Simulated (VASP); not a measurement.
The system is V.

```xyz
2
Lattice="2.6941 0.0000 0.0000 -1.3470 2.3331 0.0000 0.0000 0.0000 4.3994" Properties=species:S:1:pos:R:3 pbc="T T T"
V     0.0000    1.5554    1.0999
V     1.3470    0.7777    3.2996
```

This isn't the form of V at room conditions, which is bcc.

| Property | Result |
| --- | --- |
| Program | VASP 6.6.1 |
| Task | relaxation of cell and atoms |
| Functional | BLYP |
| Potentials or basis | VASP PAW PBE potentials, release 64 (V_sv) |
| Cutoff | 600 eV |
| k mesh | 13 × 13 × 7 |
| Occupations | fermi-dirac, width 0.1 eV |
| Spin | no spin polarisation |

At the start: pressure 6.0 GPa; volume 13.83 Å³/atom.

**Question.** Where does the relaxation end?

**Answer.** Over 8 steps the energy falls by 49.0 meV/atom and the volume is 14.31 Å³/atom (+3.5 %); space group P6_3/mmc (No. 194, to 0.1 Å) before and after.

Step by step:
```tsv
step	energy change (eV)	largest force (eV/Å)	pressure (GPa)	volume (Å³)
1	0.0000	0.0000	6.04	27.65
2	-0.0327	0.0000	-5.85	29.78
3	-0.0397	0.0000	-2.67	29.13
4	-0.0821	0.0000	-2.59	29.09
5	-0.0951	0.0000	-2.21	29.03
6	-0.0953	0.0000	-2.16	29.02
7	-0.0939	0.0000	2.73	28.13
8	-0.0980	0.0000	-0.06	28.62
```

Final structure:
```yaml
crystal:
  lattice:
    - [2.62529, 0.00000, 0.00000]
    - [-1.31265, 2.27357, 0.00000]
    - [0.00000, 0.00000, 4.79492]
  atoms:
    - { symbol: V, position: [0.33333, 0.66667, 0.25000] }
    - { symbol: V, position: [0.66667, 0.33333, 0.75000] }
```

Caveat: the PAW data sets were made with another functional, which shifts forces and pressure a little.
